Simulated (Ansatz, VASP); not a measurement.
One calculation of Sn, two programs

```
CELL_PARAMETERS angstrom
4.68084 0.00000 0.00000
-2.34042 4.05372 0.00000
0.00000 0.00000 7.68928
ATOMIC_POSITIONS crystal
Sn 0.33333 0.66667 0.00024
Sn 0.66667 0.33333 0.50024
Sn 0.33333 0.66667 0.37476
Sn 0.66667 0.33333 0.87476
```

Alike in both runs: task single point; functional r2SCAN; k mesh 6 × 6 × 4; occupations fermi-dirac, width 0.02 eV; no spin polarisation.

|  | VASP | Ansatz |
| --- | --- | --- |
| version | VASP 6.6.1 | Ansatz 0.2.0 |
| potentials or method | VASP PAW PBE potentials, release 64 (Sn_d) | plane waves, PAW |
| plane-wave cutoff (eV) | 520 | 500 |
| valence electrons in the cell | 56 | 56 |

Ansatz gave:

```
pressure (GPa)                     : -1.2
rms of the force components (eV/Å) : 0.006
```

Task: Estimate VASP's values.

Result: Pressure (GPa): -1.2; rms of the force components (eV/Å): 0.007.

VASP's potentials were made for PBE, not for r2SCAN. Atom by atom the forces differ by 0.000 eV/Å (rms over components). The functional is the same, so the differences come from potentials, cutoffs and numerics.
